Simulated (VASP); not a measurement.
Write the native input for VASP 6.6.1 that does the following.

* Task: single point
* Functional: PBEsol
* Potentials or basis: VASP PAW PBE potentials, release 64 (F)
* Cutoff: 520 eV
* k mesh: 4 × 4 × 2
* Occupations: gaussian, width 0.05 eV
* Spin: no spin polarisation
* Dipole correction: no
* Further INCAR settings: ALGO = Normal; EDIFF = 1e-07; NBANDS = 22

The structure of F lies in POSCAR:

```
F
1.0
    3.2121621389     -1.8461396707     -0.2477496550
    3.2121621389      1.8461396707     -0.2477496550
   -2.4153005499      0.0000000000      7.3932836948
F
4
Direct
    0.0848459664      0.0848459664      0.0940038325
    0.9151540336      0.9151540336      0.9059961675
    0.5015719855      0.5015719855      0.5937195244
    0.4984280145      0.4984280145      0.4062804756
```

These files were run (other wordings do the same):

INCAR

```
SYSTEM = F
ALGO     = Normal         ! electronic algorithm
EDIFF    = 1E-7           ! SCF threshold, eV
ENCUT    = 520            ! plane-wave cutoff, eV
GGA      = PS             ! functional
ISIF     = 2              ! what is computed and relaxed
ISMEAR   = 0              ! smearing method
LASPH    = .True.         ! aspherical terms in the spheres
LCHARG   = .False.        ! write CHGCAR
LREAL    = .False.        ! projectors in reciprocal space
LWAVE    = .False.        ! write WAVECAR
NBANDS   = 22             ! bands
NELM     = 80             ! most SCF steps
PREC     = Accurate       ! precision mode
SIGMA    = 0.05           ! smearing width, eV
```

KPOINTS

```
k-points
0
Gamma
  4 4 2
  0 0 0
```

Potentials or basis: VASP PAW PBE potentials, release 64 (F).

Launch:

```sh
$ cat potpaw_PBE.64/F/POTCAR > POTCAR
$ mpirun -np 1 vasp_std > vasp.out
```

Results of the run:

| Item | Value |
| --- | --- |
| Pressure | -2.9 GPa |
| Largest force | 1.281 eV/Å |
| Band gap on the k mesh | 2.52 eV, indirect (least direct gap 2.59 eV) |

Caveat: the k points lie up to 0.50 Å⁻¹ apart; the PAW data sets were made with another functional, which shifts forces and pressure a little.

Wall time 9.9 s on 1 thread of Intel(R) Xeon(R) 6975P-C (Granite Rapids), with other jobs on the host, peak memory 0.19 GiB.
